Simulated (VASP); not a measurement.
The system is Mg2Ti3O3.

```
Mg Ti O
1.0
     4.01601    0.00000    0.00000
    -2.00800    3.47797    0.00000
     0.00000    0.00000    7.94285
Mg Ti O
2 3 3
Direct
  0.33333 0.66667 0.50000
  0.00000 0.00000 0.00000
  0.33333 0.66667 0.00000
  0.00000 0.00000 0.50000
  0.66667 0.33333 0.50000
  0.66667 0.33333 0.00000
  0.33333 0.66667 0.22560
  0.33333 0.66667 0.77440
```

The cell was generated, and may not be a known phase.

| Item | Value |
| --- | --- |
| Program | VASP 6.6.1 |
| Task | relaxation of cell and atoms |
| Functional | PBE |
| Potentials or basis | VASP PAW PBE potentials, release 64 (Mg, Ti_sv, O) |
| Cutoff | 600 eV |
| k mesh | 5 × 5 × 2 |
| Occupations | gaussian, width 0.2 eV |
| Spin | collinear spin |
| Starting moments | [0.0, 0.0, 1.0, 1.0, 1.0, 0.0, 0.0, 0.0] μB |

At the start: pressure 27.4 GPa; volume 13.87 Å³/atom.

Question: Where does the relaxation end?

Answer: Over 6 steps the energy falls by 579.0 meV/atom and the volume is 18.35 Å³/atom (+32.3 %); space group P-6m2 (No. 187, to 0.1 Å) before and after; moment 3.03 μB per cell.

The path:
| step | energy change (eV) | largest force (eV/Å) | pressure (GPa) | volume (Å³) |
| --- | --- | --- | --- | --- |
| 1 | 0.0000 | 2.3809 | 27.38 | 110.94 |
| 2 | -4.2128 | 0.7282 | -3.91 | 152.27 |
| 3 | -4.2133 | 0.6992 | -3.76 | 151.79 |
| 4 | -4.5074 | 2.1572 | 2.11 | 146.10 |
| 5 | -4.5672 | 1.1214 | 0.01 | 147.69 |
| 6 | -4.6321 | 0.0749 | -0.02 | 146.82 |

Final structure:
```xyz
8
Lattice="4.7790 0.0000 0.0000 -2.3895 4.1387 0.0000 0.0000 0.0000 7.4232" Properties=species:S:1:pos:R:3 pbc="T T T"
Mg    0.0000    2.7592    3.7116
Mg    4.7790    0.0000    0.0000
Ti    0.0000    2.7592    0.0000
Ti    4.7790    0.0000    3.7116
Ti    2.3895    1.3796    3.7116
O     2.3895    1.3796    0.0000
O     0.0000    2.7592    1.8114
O     0.0000    2.7592    5.6118
```

Caveat: the k points lie up to 0.42 Å⁻¹ apart in the final cell; the volume moved by over 15 % at a fixed basis, so the end points are rough; the relaxation stopped at a loose force limit of 0.08 eV/Å, so its end isn't a converged minimum.
